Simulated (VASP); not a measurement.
## Si: G0W0 quasiparticle levels with PBE

The system is Si.

```xyz
2
Lattice="0.0000 2.7155 2.7155 2.7155 0.0000 2.7155 2.7155 2.7155 0.0000" Properties=species:S:1:pos:R:3 pbc="T T T"
Si    0.0000    0.0000    0.0000
Si    1.3578    1.3578    1.3578
```

| Property | Result |
| --- | --- |
| Program | VASP 6.6.1 |
| Task | G0W0 quasiparticle levels |
| Functional | PBE |
| Potentials or basis | VASP PAW PBE potentials, release 64 (Si_GW) |
| Cutoff | 500 eV |
| k mesh | 2 × 2 × 2 |
| Occupations | gaussian, width 0.01 eV |
| Spin | no spin polarisation |
| Dipole correction | no |
| GW scheme | G0W0 |
| GW iterations | 1 |
| Cutoff of the response function | 100 |
| Frequency points | 48 |
| Empty bands | 32 |
| Further INCAR settings | ALGO = EVGW0; EDIFF = 1e-08; NBANDS = 36 |

* Band gap on the k mesh, mean-field level: 0.60 eV, indirect (least direct gap 2.44 eV)
* Quasiparticle gap: 0.98 eV
* Least direct quasiparticle gap: 3.08 eV

Levels at points of the mesh, in eV from the valence-band top:
```csv
k point,band 1,band 2,band 3,band 4,band 5,band 6,band 7,band 8
"(0.00, 0.00, 0.00)",-12.02,0.00,0.00,0.00,2.44,2.44,2.44,3.38
"(0.50, 0.00, 0.00)",-9.67,-7.04,-1.23,-1.23,1.49,3.20,3.20,7.64
"(0.50, 0.50, 0.00)",-7.85,-7.85,-2.92,-2.92,0.60,0.60,10.05,10.05
```

Wall time 21 s on 1 thread of Intel(R) Xeon(R) Platinum 8259CL CPU @ 2.50GHz (Skylake/Cascade Lake), with other jobs on the host, peak memory 0.24 GiB.

Caveat: the k points lie up to 1.00 Å⁻¹ apart; bands, screening cutoff and mesh are small and nothing is extrapolated, so the quasiparticle values aren't converged. A k mesh can miss the band edges.
